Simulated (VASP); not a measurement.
The system is InAs.

```xyz
2
Lattice="0.0000 3.0945 3.0945 3.0945 0.0000 3.0945 3.0945 3.0945 0.0000" Properties=species:S:1:pos:R:3 pbc="T T T"
In    0.0000    0.0000    0.0000
As    1.5472    1.5472    1.5472
```

| Property | Result |
| --- | --- |
| Program | VASP 6.6.1 |
| Task | relaxation of cell and atoms |
| Functional | r2SCAN |
| Potentials or basis | VASP PAW PBE potentials, release 64 (In_d, As) |
| Cutoff | 600 eV |
| k mesh | 6 × 6 × 6 |
| Occupations | fermi-dirac, width 0.02 eV |
| Spin | no spin polarisation |

At the start: pressure -1.9 GPa; volume 29.63 Å³/atom.

Q: Where does the relaxation end?

A: Over 3 steps the energy falls by 6.9 meV/atom and the volume is 28.52 Å³/atom (-3.8 %); space group F-43m (No. 216, to 0.1 Å) before and after.

The path:
```csv
step,energy change (eV),largest force (eV/Å),pressure (GPa),volume (Å³)
1,0.0000,0.0000,-1.94,59.26
2,-0.0120,0.0000,0.80,56.24
3,-0.0139,0.0000,-0.02,57.04
```

Final structure:
```
CELL_PARAMETERS angstrom
0.00000 3.05519 3.05519
3.05519 0.00000 3.05519
3.05519 3.05519 0.00000
ATOMIC_POSITIONS crystal
In 0.00000 0.00000 0.00000
As 0.25000 0.25000 0.25000
```

Caveat: the PAW data sets were made with another functional, which shifts forces and pressure a little.
